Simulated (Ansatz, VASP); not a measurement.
# MgSi: VASP beside Ansatz

The input POSCAR:

```
MgSi
1.0
    2.7369035402      0.0000000000      0.0000000000
    0.0000000000      2.7369035402      0.0000000000
    0.0000000000      0.0000000000      4.6337671787
Mg Si
1 1
Direct
    0.0000000000      0.0000000000      0.0000000000
    0.5000000000      0.5000000000      0.5000000000
```

File INCAR.step1:

```
SYSTEM = MgSi
  PREC = Accurate
  ENCUT = 520
  ISMEAR = 0
  SIGMA = 0.15
  LREAL = .False.
  LASPH = .True.
  NELM = 60
  NBANDS = 10
  GGA = PE
  ALGO = Normal
  EDIFF = 1E-4
  LWAVE = .True.
  LCHARG = .False.
```

Contents of INCAR.step2:

```
SYSTEM = MgSi
  PREC = Accurate
  ENCUT = 520
  EDIFF = 1E-6
  ISMEAR = 0
  SIGMA = 0.15
  LREAL = .False.
  LASPH = .True.
  NELM = 60
  ALGO = Normal
  ISIF = 2
  LWAVE = .False.
  LCHARG = .False.
  METAGGA = R2SCAN
  LMIXTAU = .True.
  NBANDS = 10
  ISTART = 1
```

The input KPOINTS:

```
regular mesh
0
Gamma
  18 18 14
  0 0 0
```

Input for Ansatz:

```yaml
crystal:
  lattice:
    - [2.7369035402, 0.0, 0.0]
    - [0.0, 2.7369035402, 0.0]
    - [0.0, 0.0, 4.6337671787]
  atoms:
    - { symbol: Mg, position: [0.0, 0.0, 0.0] }
    - { symbol: Si, position: [0.5, 0.5, 0.5] }
basis:
  ecutwfc: 500
kpoints:
  mp_grid: { grid: [18, 18, 14] }
hamiltonian:
  xc: r2scan
scf:
  occupations: { method: gaussian, width: 0.15 }
output:
  forces: true
  stress: true
  eigenvalues: true
```

Alike in both runs: task single point; functional r2SCAN; k mesh 18 × 18 × 14; occupations gaussian, width 0.15 eV; no spin polarisation.

```csv
,VASP,Ansatz
version,VASP 6.6.1,Ansatz 0.2.0
potentials or method,"VASP PAW PBE potentials, release 64 (Mg, Si), cutoff 520 eV","scalar-relativistic, plane waves, PAW"
valence electrons in the cell,6,14
```

Ansatz gave:

```
gap on the k mesh at the Fermi level (eV)                     : none
pressure (GPa)                                                : -1.2
traceless stress, the component that is largest in VASP (GPa) : -7.28
```

**Question.** What did VASP give for the same quantities?

**Answer.** gap on the k mesh at the Fermi level (eV): none; pressure (GPa): -1.5; traceless stress, the component that is largest in VASP (GPa): -7.28.

VASP's potentials were made for PBE, not for r2SCAN. A gap of «none» marks a metal or a gap that the smearing closes. VASP's potentials hold 6 valence electrons a cell and Ansatz's 14, so a difference there can come from the potentials and not from the codes.
